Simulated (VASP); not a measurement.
Input of a VASP 6.6.1 run:

INCAR

```
SYSTEM = AgCl
ALGO = Normal
EDIFF = 1E-6
ENCUT = 500
GGA = PS
GGA_COMPAT = .False.
ISIF = 2
ISMEAR = 0
LASPH = .True.
LCHARG = .False.
LREAL = .False.
LWAVE = .False.
NBANDS = 16
NELM = 120
PREC = Accurate
SIGMA = 0.01
```

The input KPOINTS:

```
k-points
0
Gamma
  8 8 8
  0 0 0
```

File POSCAR:

```
AgCl
1.0
    0.0000000000      2.7237571629      2.7237571629
    2.7237571629      0.0000000000      2.7237571629
    2.7237571629      2.7237571629      0.0000000000
Ag Cl
1 1
Direct
    0.0018356996      0.0018356996      0.0018356996
    0.5000000000      0.5000000000      0.5000000000
```

Potentials or basis: VASP PAW PBE potentials, release 64 (Ag, Cl).

The run is started by

```sh
$ cat potpaw_PBE.64/Ag/POTCAR potpaw_PBE.64/Cl/POTCAR > POTCAR
$ mpirun -np 1 vasp_std > vasp.out
```

(1) Estimate the largest force.

(2) Estimate the pressure.

(3) Estimate the band gap on the k mesh.

## Answers

(1) 0.023 eV/Å.

(2) -0.1 GPa.

(3) 0.72 eV, indirect (least direct gap 3.22 eV).

Caveat: the cell differs from its parent crystal (atom 1 moved by [0.01, 0.01, 0.01] A); the PAW data sets were made with another functional, which shifts forces and pressure a little.
